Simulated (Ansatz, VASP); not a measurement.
**TiAl3 in VASP and in Ansatz**

File INCAR:

```
ALGO = Normal
EDIFF = 1E-6
ENCUT = 520
GGA = PE
ISIF = 2
ISMEAR = -1
LASPH = T
LCHARG = T
LELF = T
LREAL = F
LVHAR = T
LWAVE = F
NBANDS = 18
NELM = 100
PREC = Accurate
SIGMA = 0.05
```

KPOINTS

```
k-points
0
Gamma
  9 9 9
```

File POSCAR:

```
TiAl3
1.0
   -1.8346625004      1.8346625004      4.2806687947
    1.8346625004     -1.8346625004      4.2806687947
    1.8346625004      1.8346625004     -4.2806687947
Ti Al
1 3
Direct
    0.0000000000      0.0000000000      0.0000000000
    0.2500000000      0.7500000000      0.5000000000
    0.7500000000      0.2500000000      0.5000000000
    0.5000000000      0.5000000000      0.0000000000
```

Contents of input.yaml:

```yaml
crystal:
  lattice:
    - [-1.8346625004, 1.8346625004, 4.2806687947]
    - [1.8346625004, -1.8346625004, 4.2806687947]
    - [1.8346625004, 1.8346625004, -4.2806687947]
  atoms:
    - { symbol: Ti, position: [0.0, 0.0, 0.0] }
    - { symbol: Al, position: [0.25, 0.75, 0.5] }
    - { symbol: Al, position: [0.75, 0.25, 0.5] }
    - { symbol: Al, position: [0.5, 0.5, 0.0] }
hamiltonian:
  xc: pbe
  pseudopotentials: { kind: paw }
kpoints:
  mp_grid: { grid: [9, 9, 9] }
  band_path:
    path:
      - [[0.0, 0.0, 0.0], [0.0, 0.0, 0.5], [-0.0918457615, 0.0918457615, 0.5], [-0.2959228808, 0.2959228808, 0.2959228808], [0.0, 0.0, 0.0], [0.5, 0.5, -0.5], [0.2959228808, 0.7040771192, -0.2959228808], [0.0, 0.5, 0.0], [0.25, 0.25, 0.25], [0.5, 0.5, -0.0918457615], [0.5, 0.5, -0.5]]
      - [[0.0, 0.0, 0.5], [0.25, 0.25, 0.25]]
    npoints: 14
scf:
  occupations: { method: fermi_dirac, width: 0.05 }
  n_extra_bands: 10
output:
  forces: true
  stress: true
  eigenvalues: true
  fatbands: true
```

Alike in both runs: functional PBE; k mesh 9 × 9 × 9; occupations fermi-dirac, width 0.05 eV; no spin polarisation.

```csv
,VASP,Ansatz
version,VASP 6.6.1,Ansatz 0.2.0
potentials or method,"VASP PAW PBE potentials, release 64 (Ti_sv, Al)",Ansatz PAW
plane-wave cutoff (eV),520,420
valence electrons in the cell,21,21
task,single point,band structure
```

|  | VASP | Ansatz | Ansatz less VASP |
| --- | --- | --- | --- |
| gap on the k mesh at the Fermi level (eV) | none | none | - |
| pressure (GPa) | 13.4 | 13.4 | +0.02 |
| traceless stress, the component that is largest in VASP (GPa) | -6.64 | -6.64 | +0.006 |

A gap of «none» marks a metal or a gap that the smearing closes.
